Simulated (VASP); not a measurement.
# CeO2 (Fm-3m) in VASP: notebook, part 2 of 2

VASP 6.6.1. Earlier steps stand in the parts before.

### Step 3. Single point, PBEsol

Input file INCAR:

```
SYSTEM = CeO2
PREC = Accurate
ENCUT = 600
EDIFF = 1E-6
ISMEAR = -5
SIGMA = 0.1
LREAL = .False.
LASPH = .True.
NELM = 200
ALGO = Normal
ISIF = 2
LWAVE = .False.
LCHARG = .False.
GGA = PS
NBANDS = 19
GGA_COMPAT = .False.
LMAXMIX = 6
```

Input file KPOINTS:

```
Automatic mesh
0
Gamma
  6 6 6
  0 0 0
```

Input file POSCAR:

```
CeO2
1.0
    0.0000000000      2.6811500000      2.6811500000
    2.6811500000      0.0000000000      2.6811500000
    2.6811500000      2.6811500000      0.0000000000
Ce O
1 2
Direct
    0.0000000000      0.0000000000      0.0000000000
    0.2500000000      0.2500000000      0.2500000000
    0.7500000000      0.7500000000      0.7500000000
```

Potentials or basis: VASP PAW PBE potentials, release 64 (Ce, O).

The run is started by

```bash
$ cat potpaw_PBE.64/Ce/POTCAR potpaw_PBE.64/O/POTCAR > POTCAR
$ mpirun -np 1 vasp_std > vasp.out
```

OUTCAR:

```text
SYSTEM = CeO2
   PREC = Accurate
   ENCUT = 600
   EDIFF = 1E-6
   ISMEAR = -5
   LREAL = .False.
   LASPH = .True.
   NELM = 200
   ISIF = 2
   GGA = PS

 ion  position               nearest neighbor table
   1  0.000  0.000  0.000-   3 2.32   3 2.32   3 2.32   2 2.32   2 2.32   2 2.32   3 2.32   2 2.32

   2  0.250  0.250  0.250-   1 2.32   1 2.32   1 2.32   1 2.32
   3  0.750  0.750  0.750-   1 2.32   1 2.32   1 2.32   1 2.32

  LATTYP: Found a face centered cubic cell.
 ALAT       =     5.3623000000

  Lattice vectors:

 A1 = (   0.0000000000,   2.6811500000,   2.6811500000)
 A2 = (   2.6811500000,   0.0000000000,   2.6811500000)
 A3 = (   2.6811500000,   2.6811500000,   0.0000000000)

Analysis of symmetry for initial positions (statically):
=====================================================================
 Subroutine PRICEL returns:
 Original cell was already a primitive cell.

 Routine SETGRP: Setting up the symmetry group for a
 face centered cubic supercell.

 Subroutine GETGRP returns: Found 48 space group operations
 (whereof 48 operations were pure point group operations)
 out of a pool of 48 trial point group operations.

The static configuration has the point symmetry O_h .

Analysis of symmetry for dynamics (positions and initial velocities):
=====================================================================
 Subroutine PRICEL returns:
 Original cell was already a primitive cell.

 Routine SETGRP: Setting up the symmetry group for a
 face centered cubic supercell.

 Subroutine GETGRP returns: Found 48 space group operations
 (whereof 48 operations were pure point group operations)
 out of a pool of 48 trial point group operations.

The dynamic configuration has the point symmetry O_h .

 Subroutine INISYM returns: Found 48 space group operations
 (whereof 48 operations are pure point group operations),
 and found     1 'primitive' translations

----------------------------------------------------------------------------------------

                                     Primitive cell

  volume of cell :      38.5472

  direct lattice vectors                    reciprocal lattice vectors
     0.000000000  2.681150000  2.681150000    -0.186487142  0.186487142  0.186487142
     2.681150000  0.000000000  2.681150000     0.186487142 -0.186487142  0.186487142
     2.681150000  2.681150000  0.000000000     0.186487142  0.186487142 -0.186487142

  length of vectors
     3.791718693  3.791718693  3.791718693     0.323005204  0.323005204  0.323005204

  position of ions in fractional coordinates (direct lattice)
     0.000000000  0.000000000  0.000000000
     0.250000000  0.250000000  0.250000000
     0.750000000  0.750000000  0.750000000

  ion indices of the primitive-cell ions
   primitive index   ion index
                 1           1
                 2           2
                 3           3

----------------------------------------------------------------------------------------

 KPOINTS: Automatic mesh

Automatic generation of k-mesh.
 Grid dimensions read from file:
 generate k-points for:    6    6    6

 Generating k-lattice:

  Cartesian coordinates                     Fractional coordinates (reciprocal lattice)
    -0.031081190  0.031081190  0.031081190     0.166666667  0.000000000  0.000000000
     0.031081190 -0.031081190  0.031081190     0.000000000  0.166666667  0.000000000
     0.031081190  0.031081190 -0.031081190     0.000000000  0.000000000  0.166666667

  Length of vectors
     0.053834201  0.053834201  0.053834201

  Shift w.r.t. Gamma in fractional coordinates (k-lattice)
     0.000000000  0.000000000  0.000000000

 TETIRR: Found     35 inequivalent tetrahedra from     1296

 Subroutine IBZKPT returns following result:
 ===========================================

 Found     16 irreducible k-points:

 Following reciprocal coordinates:
            Coordinates               Weight
  0.000000  0.000000  0.000000      1.000000
  0.166667  0.000000  0.000000      8.000000
  0.333333  0.000000  0.000000      8.000000
  0.500000  0.000000  0.000000      4.000000
  0.166667  0.166667  0.000000      6.000000
  0.333333  0.166667  0.000000     24.000000
[... 8 lines left out ...]
 -0.333333  0.333333  0.166667     24.000000
 -0.333333  0.500000  0.166667     12.000000
   k-points           NKPTS =     16   k-points in BZ     NKDIM =     16   number of bands    NBANDS=     19
   number of dos      NEDOS =    301   number of ions     NIONS =      3
   total plane-waves  NPLWV =  27000
   dimension x,y,z NGX =    30 NGY =   30 NGZ =   30
   dimension x,y,z NGXF=    60 NGYF=   60 NGZF=   60
   ions per type =               1   2
   NGX,Y,Z   is equivalent  to a cutoff of  13.15, 13.15, 13.15 a.u.
   NGXF,Y,Z  is equivalent  to a cutoff of  26.31, 26.31, 26.31 a.u.
 SYSTEM =  CeO2
   PREC   = accura    normal or accurate (medium, high low for compatibility)
   ISTART =      0    job   : 0-new  1-cont  2-samecut
   ICHARG =      2    charge: 1-file 2-atom 10-const
   ISPIN  =      1    spin polarized calculation?
   LNONCOLLINEAR =      F non collinear calculations
   LSORBIT =      F    spin-orbit coupling
   LASPH  =      T    aspherical Exc in radial PAW
   ENCUT  =  600.0 eV  44.10 Ry    6.64 a.u.   7.57  7.57  7.57*2*pi/ulx,y,z
   NELM   =    200;   NELMIN=  2; NELMDL= -5     # of ELM steps
   EDIFF  = 0.1E-05   stopping-criterion for ELM
   LREAL  =      F    real-space projection
   EDIFFG = 0.1E-04   stopping-criterion for IOM
   NSW    =      0    number of steps for IOM
   IBRION =     -1    ionic relax: 0-MD 1-quasi-New 2-CG
   NFREE  =      0    steps in history (QN), initial steepest desc. (CG)
   ISIF   =      2    stress and relaxation
   ISYM   =      2    0-nonsym 1-usesym 2-fastsym
   POTIM  = 0.5000    time-step for ionic-motion
   TEBEG  =    0.0;   TEEND  =   0.0 temperature during run
   PSTRESS=    0.0 pullay stress
   NELECT =      24.0000    total number of electrons
   NUPDOWN=      -1.0000    fix difference up-down
   EMIN   =  10.00;   EMAX   =-10.00  energy-range for DOS
   EFERMI =   0.00;   METHOD = LEGACY
   ISMEAR =    -5;   SIGMA  =   0.10  broadening in eV -4-tet -1-fermi 0-gaus
   EFERMI_NEDOS =   21; number of points for ismear=-14 and -15
   IALGO  =     38    algorithm
   IMIX   =      4    mixing-type and parameters
     AMIX     =   0.40;   BMIX     =  1.00
     AMIX_MAG =   1.60;   BMIX_MAG =  1.00
  volume/ion in A,a.u.               =      12.85        86.71
  Fermi-wavevector in a.u.,A,eV,Ry     =   1.397915  2.641677 26.588052  1.954167
  Thomas-Fermi vector in A             =   2.521125
   LORBIT       =      0    0 simple, 1 ext, 2 COOP (PROOUT), +10 PAW based schemes
   GGA     = PS    functional components
   LHFCALC =     F    Hartree Fock is set to
   AEXX    =    0.0000 exact exchange contribution
   IVDW    =     0    specifies the selected vdW correction
   LEPSILON=     F    determine dielectric tensor
   LRPA    =     F    only Hartree local field effects (RPA)
 non-spin polarized calculation
 Fermi weights with tetrahedron method with Bloechl corrections
  energy-cutoff  :      600.00
  volume of cell :       38.55
 maximum number of plane-waves:      1303
   NGX = 15   NGY = 15   NGZ = 15

 number of electron      23.9999999 magnetization

 Free energy of the ion-electron system (eV)
  ---------------------------------------------------
  ext. energy  EPLUGINS =         0.00000000
  ---------------------------------------------------
  free energy    TOTEN  =       -27.53795552 eV

  energy without entropy =      -27.53795552  energy(sigma->0) =      -27.53795552

 E-fermi :   5.4545     XC(G=0): -11.7426

 val. band max:        5.3831715622   @ k =   0.5000   0.3333   0.1667
 cond. band min:       7.5329531973   @ k =   0.5000   0.0000   0.0000
 fundamental gap:      2.1497816351
 Fermi energy:         5.4545362963

 k-point     1 :       0.0000    0.0000    0.0000
  band No.  band energies     occupation
      1     -26.8715      2.00000
      2     -10.8228      2.00000
      3      -9.8538      2.00000
      4      -8.9791      2.00000
      5      -8.9791      2.00000
      6      -8.9791      2.00000
[... 11 lines left out ...]
     18       8.5920      0.00000
     19       8.5920      0.00000
[... 313 lines left out ...]
      3     -11.9696      2.00000
      4      -9.6905      2.00000
      5      -8.0791      2.00000
      6      -6.3539      2.00000
[... 11 lines left out ...]
     18       8.1251      0.00000
     19       8.8319      0.00000

------------------------ aborting loop because EDIFF is reached ----------------------------------------

  FORCE on cell =-STRESS in cart. coord.  units (eV):
  Direction    XX          YY          ZZ          XY          YZ          ZX
  --------------------------------------------------------------------------------------
  -------------------------------------------------------------------------------------
  Total        0.9482228      0.9482228      0.9482228      0.0000000      0.0000000     -0.0000000
  in kB       39.4119261     39.4119261     39.4119261      0.0000000      0.0000000     -0.0000000
  external PRESSURE =      39.4119261 kB  Pullay stress =       0.0000000 kB

 VOLUME and BASIS-vectors are now :
 -----------------------------------------------------------------------------
  energy-cutoff  :      600.00
  volume of cell :       38.55
      direct lattice vectors                 reciprocal lattice vectors
     0.000000000  2.681150000  2.681150000    -0.186487142  0.186487142  0.186487142
     2.681150000  0.000000000  2.681150000     0.186487142 -0.186487142  0.186487142
     2.681150000  2.681150000  0.000000000     0.186487142  0.186487142 -0.186487142

 POSITION                                       TOTAL-FORCE (eV/Angst)
 -----------------------------------------------------------------------------------
      0.00000      0.00000      0.00000        -0.000000      0.000000     -0.000000
      1.34058      1.34058      1.34058         0.000000      0.000000      0.000000
      4.02172      4.02172      4.02172        -0.000000     -0.000000     -0.000000
 -----------------------------------------------------------------------------------
    total drift:                                0.000000     -0.000000      0.000000

  FREE ENERGIE OF THE ION-ELECTRON SYSTEM (eV)
  ---------------------------------------------------
  free  energy   TOTEN  =       -27.5379555202 eV

  energy  without entropy=      -27.5379555202  energy(sigma->0) =      -27.53795552
```

It took 20 s on 1 thread of Intel Xeon 6975P-C (Granite Rapids), shared host; peak memory 0.18 GiB.

Results:

| Property | Result |
| --- | --- |
| Free energy | -27.5380 eV |
| Pressure | 3.9 GPa |
| Band gap on the k mesh | 2.15 eV (least direct gap 2.23 eV) |

Caveat: the cell stands under pressure; the PAW data sets were made with another functional, which shifts forces and pressure a little; spin-orbit coupling is left out, which moves the levels of the heavy elements. Spin polarisation is off, so any magnetic state and its effect on volume and gap are missing.

### Step 4. Single point, PBEsol

Input file INCAR:

```
SYSTEM = CeO2
ALGO = Normal
EDIFF = 1E-6
ENCUT = 600
GGA = PS
GGA_COMPAT = .False.
ISIF = 2
ISMEAR = 0
LASPH = .True.
LCHARG = .True.
LELF = .True.
LMAXMIX = 6
LREAL = .False.
LVHAR = .True.
LWAVE = .False.
NBANDS = 19
NELM = 200
PREC = Accurate
SIGMA = 0.03
```

Input file KPOINTS:

```
k-points
0
Gamma
  6 6 6
  0 0 0
```

POSCAR is that of step 3.

The run is started by

```bash
$ cat potpaw_PBE.64/Ce/POTCAR potpaw_PBE.64/O/POTCAR > POTCAR
$ mpirun -np 1 vasp_std > vasp.out
```

Run time: 19 s. Hardware: 1 thread of Intel Xeon 6975P-C (Granite Rapids), shared host; peak memory 0.19 GiB.

It converged, with:

* Free energy: -27.5380 eV
* Pressure: 3.9 GPa
* Band gap on the k mesh: 2.15 eV (least direct gap 2.23 eV)

Levels at points of the mesh, in eV from the valence-band top:
```
           k point  band 8  band 9  band 10  band 11  band 12  band 13  band 14  band 15  band 16  band 17
(0.00, 0.00, 0.00)   -3.98   -3.98    -0.56    -0.56    -0.56     2.50     2.50     2.50     2.80     3.21
(0.50, 0.00, 0.00)   -3.07   -1.20    -1.16    -0.72    -0.72     2.15     2.36     2.36     2.51     3.05
(0.50, 0.50, 0.00)   -1.08   -1.08    -0.76    -0.76    -0.57     2.18     2.31     2.31     2.50     2.84
```

Caveat: the cell stands under pressure; the PAW data sets were made with another functional, which shifts forces and pressure a little; spin-orbit coupling is left out, which moves the levels of the heavy elements.
